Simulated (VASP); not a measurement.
A run of VASP 6.6.1 is set up as follows.

Contents of POSCAR:

```
CaO
1.0
    0.0000000000      2.3975501260      2.3975501260
    2.3975501260      0.0000000000      2.3975501260
    2.3975501260      2.3975501260      0.0000000000
Ca O
1 1
Direct
    0.0000000000      0.0000000000      0.0000000000
    0.5000000000      0.5000000000      0.5000000000
```

Contents of INCAR.step1:

```
ALGO     = Normal         # electronic algorithm
EDIFF    = 1E-5           # SCF threshold, eV
ENCUT    = 1480           # plane-wave cutoff, eV
GGA      = PE             # functional
GGA_COMPAT= F            
ISMEAR   = 0              # smearing method
LASPH    = T              # aspherical terms in the spheres
LCHARG   = F              # write CHGCAR
LREAL    = F              # projectors in reciprocal space
LWAVE    = T              # write WAVECAR
NBANDS   = 15             # bands
NELM     = 120            # most SCF steps
PREC     = Accurate       # precision mode
SIGMA    = 0.01           # smearing width, eV
```

The input INCAR.step2:

```
ALGO     = Normal         # electronic algorithm
EDIFF    = 1E-6           # SCF threshold, eV
ENCUT    = 1480           # plane-wave cutoff, eV
GGA_COMPAT= F            
ISIF     = 2              # what is computed and relaxed
ISMEAR   = 0              # smearing method
ISTART   = 1            
LASPH    = T              # aspherical terms in the spheres
LCHARG   = T              # write CHGCAR
LELF     = T              # ELF
LMIXTAU  = T            
LREAL    = F              # projectors in reciprocal space
LVHAR    = T            
LWAVE    = F              # write WAVECAR
METAGGA  = R2SCAN         # meta-GGA
NBANDS   = 15             # bands
NELM     = 120            # most SCF steps
PREC     = Accurate       # precision mode
SIGMA    = 0.01           # smearing width, eV
```

Contents of KPOINTS:

```
k-points
0
Gamma
  10 10 10
```

Potentials or basis: VASP PAW PBE potentials, release 64 (Ca_sv, O_h).

Run with:

```console
$ cat potpaw_PBE.64/Ca_sv/POTCAR potpaw_PBE.64/O_h/POTCAR > POTCAR
$ cp INCAR.step1 INCAR
$ mpirun -np 1 vasp_std > vasp.out
$ cp INCAR.step2 INCAR
$ mpirun -np 1 vasp_std > vasp.out
```

Question: What does it give for the pressure?

Answer: 1.0 GPa.

Question: What does it give for the band gap on the k mesh?

Answer: 4.19 eV (least direct gap 4.56 eV).

Caveat: the PAW data sets were made with another functional, which shifts forces and pressure a little. A k mesh can miss the band edges.
